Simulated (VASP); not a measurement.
A run of VASP 6.6.1:

The input INCAR:

```
SYSTEM = As
  PREC = Accurate
  ENCUT = 520
  EDIFF = 1E-6
  ISMEAR = 0
  SIGMA = 0.02
  LREAL = .FALSE.
  LASPH = .TRUE.
  NELM = 80
  ALGO = Normal
  ISIF = 2
  LWAVE = .FALSE.
  LCHARG = .FALSE.
  LDIPOL = .TRUE.
  IDIPOL = 3
  DIPOL = 0.5 0.5 0.500
  GGA = PE
  IVDW = 12
  NBANDS = 12
```

File KPOINTS:

```
Automatic mesh
0
G
  9 9 1
  0 0 0
```

Contents of POSCAR:

```
As
1.0
    3.6430563119      0.0000000000      0.0000000000
   -1.8215281559      3.0931169740      0.0000000000
    0.0000000000      0.0000000000     28.5742411176
As
2
Direct
    0.3327327112      0.6654654225      0.4757212765
    0.6672672888      0.3345345775      0.5242787235
```

Potentials or basis: VASP PAW PBE potentials, release 64 (As).

Launch:

```sh
$ cat potpaw_PBE.64/As/POTCAR > POTCAR
$ mpirun -np 1 vasp_std > vasp.out
```

Hardware: 1 thread of Intel Xeon 8259CL, on a shared host.

Problem. How long does it take, and how much memory?

Solution. Wall time 3.8 min on 1 thread of Intel Xeon 8259CL (shared host), peak memory 0.45 GiB. Counts: scf iterations 20, k points 25.
